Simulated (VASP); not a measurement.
Input of a VASP 6.6.1 run:

Contents of INCAR:

```
SYSTEM = Ni3Ge
PREC     = Accurate       ! precision mode
ENCUT    = 520            ! plane-wave cutoff, eV
EDIFF    = 1E-7           ! SCF threshold, eV
ISMEAR   = 0              ! smearing method
SIGMA    = 0.15           ! smearing width, eV
LREAL    = .FALSE.        ! projectors in reciprocal space
LASPH    = .TRUE.         ! aspherical terms in the spheres
NELM     = 150            ! most SCF steps
ALGO     = Normal         ! electronic algorithm
ISIF     = 2              ! what is computed and relaxed
LWAVE    = .FALSE.        ! write WAVECAR
LCHARG   = .TRUE.         ! write CHGCAR
ISPIN    = 2              ! spin polarisation
MAGMOM   = 0.25 0.25 0.25 0 ! initial moments
LORBIT   = 11             ! projections on sites
NUPDOWN  = 0.75           ! fixed moment
LMAXMIX  = 4              ! l up to which the mixer works
GGA      = CA             ! functional
LELF     = .TRUE.         ! ELF
LVHAR    = .TRUE.       
NBANDS   = 34             ! bands
```

KPOINTS

```
Automatic mesh
0
G
  12 12 12
  0 0 0
```

Contents of POSCAR:

```
Ni3Ge
1.0
    3.6865839916      0.0000000000      0.0000000000
    0.0000000000      3.6865839916      0.0000000000
    0.0000000000      0.0000000000      3.6865839916
Ni Ge
3 1
Direct
    0.5000000000      0.0000000000      0.5000000000
    0.0000000000      0.5000000000      0.5000000000
    0.5000000000      0.5000000000      0.0000000000
    0.0000000000      0.0000000000      0.0000000000
```

Potentials or basis: VASP PAW LDA potentials, release 64 (Ni, Ge_d).

The run is started by

```sh
$ cat potpaw_LDA.64/Ni/POTCAR potpaw_LDA.64/Ge_d/POTCAR > POTCAR
$ mpirun -np 1 vasp_std > vasp.out
```

**Question.** Predict the pressure.

**Answer.** -25.3 GPa.

Caveat: the cell stands under tension; the total moment is fixed, so each spin has its own Fermi level and the state may be an excited one.
